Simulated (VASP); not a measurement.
# NbInS4 (P6/mmm) in VASP: relaxation of cell and atoms with PBE

Aim: the relaxation of cell and atoms of NbInS4 with PBE.

Program: VASP 6.6.1. These are calculated values, not measurements. Logs are shortened: lines on timing, memory, paths and dates and some standing lists are left out, and cuts for length are marked.

**1. The cell of the first run**

It takes space group P6/mmm (No. 191, hexagonal). The conventional cell has a = 4.497 Å, b = 4.497 Å, c = 6.255 Å, α = 90.00°, β = 90.00°, γ = 120.00°. Within 3.8 Å of Nb (site symmetry 6/mmm) lie 12 S at 2.86 Å and 2 In at 3.13 Å. In (site symmetry 6/mmm) has 2 Nb at 3.13 Å and 12 S at 3.23 Å within 4.1 Å. Within 3.3 Å of S (site symmetry 3m) lie 4 S at 2.41 to 2.60 Å and 3 Nb at 2.86 Å and 3 In at 3.23 Å.

The cell was built from a structure type or drawn by symmetry, and may not be a known phase.

**2. Relaxation of cell and atoms, PBE**

INCAR

```
PREC = Accurate ; ENCUT = 600
EDIFF = 1E-7 ; ISMEAR = 0
SIGMA = 0.1 ; LREAL = False
LASPH = True ; NELM = 80
ALGO = Normal ; ISIF = 3
LWAVE = False ; LCHARG = False
GGA = PE ; IBRION = 2
NSW = 100 ; EDIFFG = -0.01
```

KPOINTS

```
regular mesh
0
Gamma
  12 12 6
```

POSCAR

```
NbInS4
1.0
    4.4967115572      0.0000000000      0.0000000000
   -2.2483557786      3.8942664421      0.0000000000
    0.0000000000      0.0000000000      6.2551949744
Nb In S
1 1 4
Direct
    0.0000000000      0.0000000000      0.0000000000
    0.0000000000      0.0000000000      0.5000000000
    0.3333333333      0.6666666667      0.1923154071
    0.6666666667      0.3333333333      0.1923154071
    0.6666666667      0.3333333333      0.8076845929
    0.3333333333      0.6666666667      0.8076845929
```

Potentials or basis: VASP PAW PBE potentials, release 64 (Nb_sv, In_d, S).

The run is started by

```
cat potpaw_PBE.64/Nb_sv/POTCAR potpaw_PBE.64/In_d/POTCAR potpaw_PBE.64/S/POTCAR > POTCAR
mpirun -np 1 vasp_std > vasp.out
```

OUTCAR:

```text
PREC = Accurate
   ENCUT = 600
   EDIFF = 1E-7
   ISMEAR = 0
   LREAL = False
   LASPH = True
   NELM = 80
   ISIF = 3
   GGA = PE
   IBRION = 2
   NSW = 100
   EDIFFG = -0.01

 ion  position               nearest neighbor table
   1  0.000  0.000  0.000-   3 2.86   4 2.86   5 2.86   6 2.86   4 2.86   5 2.86   3 2.86   6 2.86
                             4 2.86   5 2.86   3 2.86   6 2.86   2 3.13   2 3.13
   2  0.000  0.000  0.500-   1 3.13   1 3.13   4 3.23   5 3.23   6 3.23   3 3.23   4 3.23   5 3.23
                             3 3.23   6 3.23   4 3.23   5 3.23   3 3.23   6 3.23
   3  0.333  0.667  0.192-   6 2.41   4 2.60   4 2.60   4 2.60   1 2.86   1 2.86   1 2.86   2 3.23
                             2 3.23   2 3.23
   4  0.667  0.333  0.192-   5 2.41   3 2.60   3 2.60   3 2.60   1 2.86   1 2.86   1 2.86   2 3.23
                             2 3.23   2 3.23
   5  0.667  0.333  0.808-   4 2.41   6 2.60   6 2.60   6 2.60   1 2.86   1 2.86   1 2.86   2 3.23
                             2 3.23   2 3.23
   6  0.333  0.667  0.808-   3 2.41   5 2.60   5 2.60   5 2.60   1 2.86   1 2.86   1 2.86   2 3.23
                             2 3.23   2 3.23

  LATTYP: Found a hexagonal cell.
 ALAT       =     4.4967115572
 C/A-ratio  =     1.3910598656

  Lattice vectors:

 A1 = (   4.4967115572,   0.0000000000,   0.0000000000)
 A2 = (  -2.2483557786,   3.8942664421,   0.0000000000)
 A3 = (   0.0000000000,   0.0000000000,   6.2551949744)

Analysis of symmetry for initial positions (statically):
=====================================================================
 Subroutine PRICEL returns:
 Original cell was already a primitive cell.

 Routine SETGRP: Setting up the symmetry group for a
 hexagonal supercell.

 Subroutine GETGRP returns: Found 24 space group operations
 (whereof 24 operations were pure point group operations)
 out of a pool of 24 trial point group operations.

The static configuration has the point symmetry D_6h.

Analysis of symmetry for dynamics (positions and initial velocities):
=====================================================================
 Subroutine PRICEL returns:
 Original cell was already a primitive cell.

 Routine SETGRP: Setting up the symmetry group for a
 hexagonal supercell.

 Subroutine GETGRP returns: Found 24 space group operations
 (whereof 24 operations were pure point group operations)
 out of a pool of 24 trial point group operations.

The dynamic configuration has the point symmetry D_6h.

 Subroutine INISYM returns: Found 24 space group operations
 (whereof 24 operations are pure point group operations),
 and found     1 'primitive' translations

----------------------------------------------------------------------------------------

                                     Primitive cell

  volume of cell :     109.5372

  direct lattice vectors                    reciprocal lattice vectors
     4.496711557  0.000000000  0.000000000     0.222384733  0.128393886  0.000000000
    -2.248355779  3.894266442  0.000000000     0.000000000  0.256787771  0.000000000
     0.000000000  0.000000000  6.255194974     0.000000000  0.000000000  0.159867119

  length of vectors
     4.496711557  4.496711557  6.255194974     0.256787771  0.256787771  0.159867119

  position of ions in fractional coordinates (direct lattice)
     0.000000000  0.000000000  0.000000000
     0.000000000  0.000000000  0.500000000
     0.333333333  0.666666667  0.192315407
     0.666666667  0.333333333  0.192315407
     0.666666667  0.333333333  0.807684593
     0.333333333  0.666666667  0.807684593

  ion indices of the primitive-cell ions
   primitive index   ion index
                 1           1
                 2           2
                 3           3
                 4           4
                 5           5
                 6           6

----------------------------------------------------------------------------------------

 KPOINTS: regular mesh

Automatic generation of k-mesh.
 Grid dimensions read from file:
 generate k-points for:   12   12    6

 Generating k-lattice:

  Cartesian coordinates                     Fractional coordinates (reciprocal lattice)
     0.018532061  0.010699490  0.000000000     0.083333333  0.000000000  0.000000000
     0.000000000  0.021398981  0.000000000     0.000000000  0.083333333  0.000000000
     0.000000000  0.000000000  0.026644520     0.000000000  0.000000000  0.166666667

  Length of vectors
     0.021398981  0.021398981  0.026644520

  Shift w.r.t. Gamma in fractional coordinates (k-lattice)
     0.000000000  0.000000000  0.000000000

 Subroutine IBZKPT returns following result:
 ===========================================

 Found     76 irreducible k-points:

 Following reciprocal coordinates:
            Coordinates               Weight
  0.000000  0.000000  0.000000      1.000000
  0.083333  0.000000  0.000000      6.000000
  0.166667  0.000000  0.000000      6.000000
  0.250000  0.000000  0.000000      6.000000
  0.333333  0.000000  0.000000      6.000000
  0.416667  0.000000  0.000000      6.000000
[... 16 lines left out ...]
  0.250000  0.000000  0.166667     12.000000
  0.333333  0.000000  0.166667     12.000000
 [... further k-points ...]
   k-points           NKPTS =     76   k-points in BZ     NKDIM =     76   number of bands    NBANDS=     30
   number of dos      NEDOS =    301   number of ions     NIONS =      6
   total plane-waves  NPLWV =  64800
   dimension x,y,z NGX =    36 NGY =   36 NGZ =   50
   dimension x,y,z NGXF=    72 NGYF=   72 NGZF=  100
   ions per type =               1   1   4
   NGX,Y,Z   is equivalent  to a cutoff of  13.31, 13.31, 13.29 a.u.
   NGXF,Y,Z  is equivalent  to a cutoff of  26.62, 26.62, 26.58 a.u.
 SYSTEM =  unknown system
   PREC   = accura    normal or accurate (medium, high low for compatibility)
   ISTART =      0    job   : 0-new  1-cont  2-samecut
   ICHARG =      2    charge: 1-file 2-atom 10-const
   ISPIN  =      1    spin polarized calculation?
   LNONCOLLINEAR =      F non collinear calculations
   LSORBIT =      F    spin-orbit coupling
   LASPH  =      T    aspherical Exc in radial PAW
   ENCUT  =  600.0 eV  44.10 Ry    6.64 a.u.   8.98  8.98 12.49*2*pi/ulx,y,z
   NELM   =     80;   NELMIN=  2; NELMDL= -5     # of ELM steps
   EDIFF  = 0.1E-06   stopping-criterion for ELM
   LREAL  =      F    real-space projection
   EDIFFG = -.1E-01   stopping-criterion for IOM
   NSW    =    100    number of steps for IOM
   IBRION =      2    ionic relax: 0-MD 1-quasi-New 2-CG
   NFREE  =      1    steps in history (QN), initial steepest desc. (CG)
   ISIF   =      3    stress and relaxation
   ISYM   =      2    0-nonsym 1-usesym 2-fastsym
   POTIM  = 0.5000    time-step for ionic-motion
   TEBEG  =    0.0;   TEEND  =   0.0 temperature during run
   PSTRESS=    0.0 pullay stress
   NELECT =      50.0000    total number of electrons
   NUPDOWN=      -1.0000    fix difference up-down
   EMIN   =  10.00;   EMAX   =-10.00  energy-range for DOS
   EFERMI =   0.00;   METHOD = LEGACY
   ISMEAR =     0;   SIGMA  =   0.10  broadening in eV -4-tet -1-fermi 0-gaus
   EFERMI_NEDOS =   21; number of points for ismear=-14 and -15
   IALGO  =     38    algorithm
   IMIX   =      4    mixing-type and parameters
     AMIX     =   0.40;   BMIX     =  1.00
     AMIX_MAG =   1.60;   BMIX_MAG =  1.00
  volume/ion in A,a.u.               =      18.26       123.20
  Fermi-wavevector in a.u.,A,eV,Ry     =   1.260504  2.382008 21.617902  1.588871
  Thomas-Fermi vector in A             =   2.394011
   LORBIT       =      0    0 simple, 1 ext, 2 COOP (PROOUT), +10 PAW based schemes
   GGA     = PE    functional components
   LHFCALC =     F    Hartree Fock is set to
   AEXX    =    0.0000 exact exchange contribution
   IVDW    =     0    specifies the selected vdW correction
   LEPSILON=     F    determine dielectric tensor
   LRPA    =     F    only Hartree local field effects (RPA)
 conjugate gradient relaxation of ions
 non-spin polarized calculation
 Gauss-broadening in eV      SIGMA  =   0.10
  energy-cutoff  :      600.00
  volume of cell :      109.54
 maximum number of plane-waves:      3678
 NGX is ok and might be reduce to    36
   NGX = 17   NGY = 17   NGZ = 25

--------------------------------------- Ionic step        1  -------------------------------------------

 number of electron      50.0000005 magnetization

 Free energy of the ion-electron system (eV)
  ---------------------------------------------------
  ext. energy  EPLUGINS =         0.00000000
  ---------------------------------------------------
  free energy    TOTEN  =       -27.94452075 eV

  energy without entropy =      -27.93138988  energy(sigma->0) =      -27.93795532

------------------------ aborting loop because EDIFF is reached ----------------------------------------

  FORCE on cell =-STRESS in cart. coord.  units (eV):
  Direction    XX          YY          ZZ          XY          YZ          ZX
  --------------------------------------------------------------------------------------
  -------------------------------------------------------------------------------------
  Total        0.1866374      0.1866374     -0.3416917      0.0000000      0.0000000      0.0000000
  in kB        2.7299062      2.7299062     -4.9978535      0.0000000      0.0000000      0.0000000
  external PRESSURE =       0.1539863 kB  Pullay stress =       0.0000000 kB
[... 65 lines left out ...]
  energy  without entropy=      -27.9330372722  energy(sigma->0) =      -27.93930302

--------------------------------------- Ionic step        3  -------------------------------------------

 number of electron      50.0000006 magnetization

 Free energy of the ion-electron system (eV)
  ---------------------------------------------------
  ext. energy  EPLUGINS =         0.00000000
  ---------------------------------------------------
  free energy    TOTEN  =       -27.94562287 eV

  energy without entropy =      -27.93315381  energy(sigma->0) =      -27.93938834

 E-fermi :   8.5714     XC(G=0): -10.9332

 val. band max:        8.5560049804   @ k =   0.1667   0.1667   0.5000
 cond. band min:       8.5872734667   @ k =   0.3333   0.0833   0.5000
 fundamental gap:      0.0312684863
 Fermi energy:         8.5713754357

 k-point     1 :       0.0000    0.0000    0.0000
  band No.  band energies     occupation
      1     -47.5234      2.00000
      2     -23.6142      2.00000
      3     -23.6142      2.00000
      4     -23.4009      2.00000
      5      -8.2571      2.00000
      6      -5.9785      2.00000
[... 781 lines left out ...]
     29      10.1667      0.00000
     30      10.5649      0.00000

 [... further k-points ...]

------------------------ aborting loop because EDIFF is reached ----------------------------------------

  FORCE on cell =-STRESS in cart. coord.  units (eV):
  Direction    XX          YY          ZZ          XY          YZ          ZX
  --------------------------------------------------------------------------------------
  -------------------------------------------------------------------------------------
  Total       -0.0246297     -0.0246297     -0.0391577      0.0000000     -0.0000000      0.0000000
  in kB       -0.3601412     -0.3601412     -0.5725730      0.0000000     -0.0000000      0.0000000
  external PRESSURE =      -0.4309518 kB  Pullay stress =       0.0000000 kB
[... 21 lines left out ...]
  FREE ENERGIE OF THE ION-ELECTRON SYSTEM (eV)
  ---------------------------------------------------
  free  energy   TOTEN  =       -27.9456228728 eV

  energy  without entropy=      -27.9331538108  energy(sigma->0) =      -27.93938834

 reached required accuracy - stopping structural energy minimisation
```

It took 8 min on 1 thread of Intel Xeon 6975P-C (Granite Rapids), shared host; peak memory 0.46 GiB.

What came out:

| Quantity | Value |
| --- | --- |
| Free energy | -27.9456 eV |
| Relaxed volume | 18.26 Å³/atom |
| Relaxed cell | a = 4.505 Å, b = 4.505 Å, c = 6.233 Å, α = 90.00°, β = 90.00°, γ = 120.00° |
| Space group after relaxing (to 0.1 Å) | P6/mmm (No. 191) |
| Energy gained by relaxing | 0.2 meV/atom |
| Ionic steps | 3 |
| Pressure after relaxing | 0.0 GPa |
| Largest force after relaxing | 0.005 eV/Å |
| Band gap on the k mesh | zero (bands 25 and 26 overlap by 1.32 eV) |

Forces on the atoms (eV/Å):
```
Nb   0.000  0.000  0.000
In   0.000  0.000  0.000
S    0.000  0.000  0.005
S    0.000  0.000  0.005
S    0.000  0.000 -0.005
S    0.000  0.000 -0.005
```

The path:
```
step  energy change (eV)  largest force (eV/Å)  pressure (GPa)  volume (Å³)
   1              0.0000                0.0279            0.02       109.54
   2             -0.0010                0.0033           -0.03       109.56
   3             -0.0011                0.0054           -0.04       109.57
```

Final structure:
```yaml
crystal:
  lattice:
    - [4.50528, 0.00000, 0.00000]
    - [-2.25264, 3.90169, 0.00000]
    - [0.00000, 0.00000, 6.23338]
  atoms:
    - { symbol: Nb, position: [0.00000, 0.00000, 0.00000] }
    - { symbol: In, position: [0.00000, 0.00000, 0.50000] }
    - { symbol: S, position: [0.33333, 0.66667, 0.19204] }
    - { symbol: S, position: [0.66667, 0.33333, 0.19204] }
    - { symbol: S, position: [0.66667, 0.33333, 0.80796] }
    - { symbol: S, position: [0.33333, 0.66667, 0.80796] }
```

Levels at points of the mesh, in eV from the Fermi level:
```tsv
k point	band 22	band 23	band 24	band 25	band 26	band 27	band 28	band 29
(0.00, 0.00, 0.00)	-2.85	-2.85	-2.45	-1.10	0.47	0.93	0.93	2.12
(0.50, 0.00, 0.00)	-1.53	-1.14	0.34	0.55	0.75	1.03	1.06	1.10
(0.00, 0.00, 0.50)	-3.13	-2.49	-2.49	-0.75	0.10	1.13	1.13	1.14
(0.50, 0.00, 0.50)	-1.92	-1.46	-1.29	-0.65	0.51	0.58	0.90	1.04
```

Caveat: spin-orbit coupling is left out, which moves the levels of the heavy elements.
